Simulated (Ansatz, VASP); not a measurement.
**Two plane-wave programs on Si**

```
Si
1.0
     2.83597    0.00000    0.00000
    -1.41798    2.45602    0.00000
     0.00000    0.00000    4.59427
Si
2
Direct
  0.25333 0.62667 0.19000
  0.74667 0.37333 0.81000
```

Change from the starting cell: shortest bond scaled by 0.76, PAW files.

Alike in both runs: task electric field gradients; functional r2SCAN; k mesh 12 × 12 × 7; occupations fermi-dirac, width 0.05 eV; no spin polarisation.

|  | VASP | Ansatz |
| --- | --- | --- |
| version | VASP 6.6.1 | Ansatz 0.2.0 |
| potentials or method | VASP PAW PBE potentials, release 64 (Si) | PAW with Ansatz's default frozen-core files, scalar-relativistic |
| plane-wave cutoff (eV) | 520 | 500 |
| valence electrons in the cell | 8 | 8 |

```csv
,VASP,Ansatz,Ansatz less VASP
pressure (GPa),7.9,7.9,+0.03
"traceless stress, the component that is largest in VASP (GPa)",14.38,14.39,+0.009
rms of the force components (eV/Å),2.124,2.139,+0.0150
size of Vzz on the site where it differs most (V/Å²),53.3,50.4,-2.90
```

VASP's potentials were made for PBE, not for r2SCAN. Atom by atom the forces differ by 0.015 eV/Å (rms over components).
